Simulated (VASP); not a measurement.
Write the native input for VASP 6.6.1 that does the following.

```
Task                   : single point
Functional             : PBEsol
Potentials or basis    : VASP PAW PBE potentials, release 64 (Ca_sv, O)
Cutoff                 : 600 eV
k mesh                 : 8 × 8 × 8
Occupations            : gaussian, width 0.01 eV
Spin                   : no spin polarisation
Dipole correction      : no
Further INCAR settings : ALGO = Normal; EDIFF = 1e-06; NBANDS = 15
```

The structure of CaO lies in POSCAR:

```
CaO
1.0
    2.3835762605      2.3835762605      0.0000000000
   -2.3835762605      2.3835762605      0.0000000000
    0.0000000000      2.3835762605      2.3835762605
Ca O
1 1
Direct
    0.0000000000      0.0000000000      0.0000000000
    0.5000000000      0.5000000000      0.0000000000
```

The input as run:

INCAR

```
SYSTEM = CaO
ALGO = Normal
EDIFF = 1E-6
ENCUT = 600
GGA = PS
GGA_COMPAT = .FALSE.
ISIF = 2
ISMEAR = 0
LASPH = .TRUE.
LCHARG = .FALSE.
LREAL = .FALSE.
LWAVE = .FALSE.
NBANDS = 15
NELM = 120
PREC = Accurate
SIGMA = 0.01
```

KPOINTS

```
k-points
0
G
  8 8 8
  0 0 0
```

Potentials or basis: VASP PAW PBE potentials, release 64 (Ca_sv, O).

Run with:

```console
$ cat potpaw_PBE.64/Ca_sv/POTCAR potpaw_PBE.64/O/POTCAR > POTCAR
$ mpirun -np 1 vasp_std > vasp.out
```

It gave:

| Property | Result |
| --- | --- |
| Pressure | 0.5 GPa |
| Band gap on the k mesh | 3.52 eV (least direct gap 3.90 eV) |

Caveat: the PAW data sets were made with another functional, which shifts forces and pressure a little.

Run time: 16 s on 1 thread of Intel(R) Xeon(R) Platinum 8259CL CPU @ 2.50GHz (Skylake/Cascade Lake), with other jobs on the host, peak memory 0.16 GiB.
